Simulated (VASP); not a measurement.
Here is a VASP 6.6.1 calculation.

POSCAR

```
SnSe
1.0
    0.0000000000      2.9520309648      2.9520309648
    2.9520309648      0.0000000000      2.9520309648
    2.9520309648      2.9520309648      0.0000000000
Sn Se
1 1
Direct
    0.0000000000      0.0000000000      0.0000000000
    0.5000000000      0.5000000000      0.5000000000
```

Contents of INCAR.step1:

```
SYSTEM = SnSe
PREC = Accurate ; ENCUT = 550
ISMEAR = 0 ; SIGMA = 0.05
LREAL = .FALSE. ; LASPH = .TRUE.
NELM = 120 ; NBANDS = 17
GGA = PE ; ALGO = Normal
EDIFF = 1E-5 ; LWAVE = .TRUE.
LCHARG = .FALSE. ; GGA_COMPAT = .FALSE.
```

Contents of INCAR.step2:

```
SYSTEM = SnSe
PREC = Accurate ; ENCUT = 550
EDIFF = 1E-6 ; ISMEAR = 0
SIGMA = 0.05 ; LREAL = .FALSE.
LASPH = .TRUE. ; NELM = 120
ALGO = Normal ; ISIF = 2
LWAVE = .FALSE. ; LCHARG = .FALSE.
METAGGA = R2SCAN ; LMIXTAU = .TRUE.
IVDW = 12 ; VDW_S6 = 1.0
VDW_S8 = 0.78981345 ; VDW_A1 = 0.49484001
VDW_A2 = 5.73083694 ; NBANDS = 17
ISTART = 1 ; GGA_COMPAT = .FALSE.
```

File KPOINTS:

```
regular mesh
0
G
  8 8 8
  0 0 0
```

Potentials or basis: VASP PAW PBE potentials, release 64 (Sn_d, Se).

Run with:

```console
$ cat potpaw_PBE.64/Sn_d/POTCAR potpaw_PBE.64/Se/POTCAR > POTCAR
$ cp INCAR.step1 INCAR
$ mpirun -np 1 vasp_std > vasp.out
$ cp INCAR.step2 INCAR
$ mpirun -np 1 vasp_std > vasp.out
```

(1) What does it give for the pressure?

(2) What does it give for the band gap on the k mesh?

## Answers

(1) 2.3 GPa.

(2) 0.72 eV (least direct gap 0.74 eV).

Caveat: three body term missing; the PAW data sets were made with another functional, which shifts forces and pressure a little; spin-orbit coupling is left out, which moves the levels of the heavy elements.
